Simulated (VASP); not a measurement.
Input of a VASP 6.6.1 run:

INCAR

```
PREC     = Accurate       # precision mode
ENCUT    = 600            # plane-wave cutoff, eV
EDIFF    = 1E-6           # SCF threshold, eV
ISMEAR   = 0              # smearing method
SIGMA    = 0.1            # smearing width, eV
LREAL    = F              # projectors in reciprocal space
LASPH    = T              # aspherical terms in the spheres
NELM     = 120            # most SCF steps
ALGO     = Normal         # electronic algorithm
ISIF     = 2              # what is computed and relaxed
LWAVE    = F              # write WAVECAR
LCHARG   = F              # write CHGCAR
GGA      = CA             # functional
NBANDS   = 11             # bands
GGA_COMPAT= F
```

Contents of KPOINTS:

```
Automatic mesh
0
Gamma
  9 9 2
```

POSCAR

```
C
1.0
    2.4561701622      0.0000000000      0.0000000000
   -1.2280850811      2.1271057565      0.0000000000
    0.0000000000      0.0000000000      8.5238033600
C
2
Direct
    0.3333333300      0.6666666700      0.0000000000
    0.6666666700      0.3333333300      0.0000000000
```

Potentials or basis: VASP PAW LDA potentials, release 64 (C).

Command:

```sh
$ cat potpaw_LDA.64/C/POTCAR > POTCAR
$ mpirun -np 1 vasp_std > vasp.out
```

(1) Predict the band gap on the k mesh.

Answers

(1) zero (filled and empty bands touch).

Caveat: the k points lie up to 0.37 Å⁻¹ apart.
